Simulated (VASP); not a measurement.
Input of a VASP 6.6.1 run:

Contents of INCAR:

```
PREC     = Accurate       # precision mode
ENCUT    = 520            # plane-wave cutoff, eV
EDIFF    = 1E-8           # SCF threshold, eV
ISMEAR   = 0              # smearing method
SIGMA    = 0.01           # smearing width, eV
LREAL    = False          # projectors in reciprocal space
LASPH    = True           # aspherical terms in the spheres
NELM     = 80             # most SCF steps
ALGO     = Normal         # electronic algorithm
ISIF     = 2              # what is computed and relaxed
LWAVE    = False          # write WAVECAR
LCHARG   = False          # write CHGCAR
IBRION   = 8              # ionic algorithm
NSW      = 1              # ionic steps
```

The input KPOINTS:

```
regular mesh
0
Gamma
  6 6 6
```

The input POSCAR:

```
GaP
1.0
    0.0000000000      2.7135391335      2.7135391335
    2.7135391335      0.0000000000      2.7135391335
    2.7135391335      2.7135391335      0.0000000000
Ga P
1 1
Direct
    0.0000000000      0.0000000000      0.0000000000
    0.7500000000      0.7500000000      0.7500000000
```

Potentials or basis: VASP PAW LDA potentials, release 64 (Ga_d, P).

Command:

```sh
$ cat potpaw_LDA.64/Ga_d/POTCAR potpaw_LDA.64/P/POTCAR > POTCAR
$ mpirun -np 1 vasp_std > vasp.out
```

(1) Estimate the highest phonon frequency at Γ, LO-TO splitting left out.

Answers

(1) 356 cm⁻¹.

Caveat: the cell wasn't relaxed at this level first, which shifts response properties.
